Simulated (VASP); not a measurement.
Runs of VASP 6.6.1 on Cu. The structure is that of space group Fd-3m (No. 227), or close to it. The cells are those of the table. This isn't the form of Cu at room conditions, which is fcc.

```tsv
task	cell	cutoff (eV)	gap on the mesh (eV)	pressure (GPa)
relaxation of cell and atoms	relaxed to 20 GPa from a = 3.514 Å, angles 60.0°, 2 atoms	600	none	20.0
single point	a = 3.417 Å, angles 60.0°, 2 atoms	520	none	(a)
single point	a = 3.483 Å, angles 60.0°, 2 atoms	520	none	20.6
relaxation of cell and atoms	relaxed to 10 GPa from a = 3.514 Å, angles 60.0°, 2 atoms	600	none	10.0
single point	a = 3.571 Å, angles 60.0°, 2 atoms	520	none	10.4
```

Alike in all rows: level r2SCAN; potentials or basis VASP PAW PBE potentials, release 64 (Cu); no spin polarisation; k mesh 8 × 8 × 8; smearing gaussian 0.05 eV.

Estimate the missing entries.

(a) 30.5.

Caveats: the PAW data sets were made with another functional, which shifts forces and pressure a little; the cell stands under pressure (at least some runs); the cell is relaxed towards a set pressure, so the run minimises the enthalpy, not the energy (at least some runs).

A gap of «none» marks levels without a gap at the run's occupations.
